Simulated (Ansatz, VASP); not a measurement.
# Sr: VASP beside Ansatz

```
Sr
1.0
     4.19646    0.00000    0.00000
    -2.09823    3.63424    0.00000
     0.00000    0.00000    6.89267
Sr
2
Cartesian
  0.0000 2.4228 1.7232
  2.0982 1.2114 5.1695
```

Alike in both runs: functional PBEsol; k mesh 12 × 12 × 6; occupations gaussian, width 0.1 eV; no spin polarisation.

Ansatz relaxed the structure, and its values are those at the end. VASP's run is a single point on that final structure, the one shown.

```csv
,VASP,Ansatz
version,VASP 6.6.1,Ansatz 0.2.0
potentials or method,"VASP PAW PBE potentials, release 64 (Sr_sv), cutoff 520 eV","scalar-relativistic, plane waves, PAW"
valence electrons in the cell,20,20
```

|  | VASP | Ansatz | Ansatz less VASP |
| --- | --- | --- | --- |
| gap on the k mesh at the Fermi level (eV) | none | none | - |
| pressure (GPa) | 0.0 | 0.0 | -0.01 |

VASP's potentials were made for PBE, not for PBEsol. A gap of «none» marks a metal or a gap that the smearing closes. The functional is the same, so the differences come from potentials, cutoffs and numerics.
